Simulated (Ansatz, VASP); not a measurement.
# Ba2Be in VASP and in Ansatz

```
Ba Be
1.0
     5.79874    0.00000    0.00000
    -2.89937    5.02185    0.00000
     0.00000    0.00000    3.59404
Ba Be
2 1
Direct
  0.33333 0.66667 0.50000
  0.66667 0.33333 0.50000
  0.00000 0.00000 0.00000
```

Change from the starting cell: species swapped into the ZrB2 type (P6/mmm, No. 191).

Alike in both runs: task relaxation of cell and atoms; functional PBE; k mesh 3 × 3 × 6; occupations gaussian, width 0.1 eV; no spin polarisation.

|  | VASP | Ansatz |
| --- | --- | --- |
| version | VASP 6.6.1 | Ansatz 0.2.0 |
| potentials or method | VASP PAW PBE potentials, release 64 (Ba_sv, Be), cutoff 600 eV | scalar-relativistic, plane waves, PAW |
| valence electrons in the cell | 22 | 22 |

|  | VASP | Ansatz | Ansatz less VASP |
| --- | --- | --- | --- |
| gap on the k mesh at the Fermi level, each at its own relaxed structure (eV) | none | none | - |
| relaxed volume (Å³/atom) | 35.77 | 34.71 | -1.058 |
| relaxed length of the cell vector where the two differ most in proportion (Å) | 5.877 | 5.812 | -0.0643 |

A gap of «none» marks a metal or a gap that the smearing closes.

The k mesh is coarse, so the values compare programs but aren't converged. Neither program's run includes spin-orbit coupling.
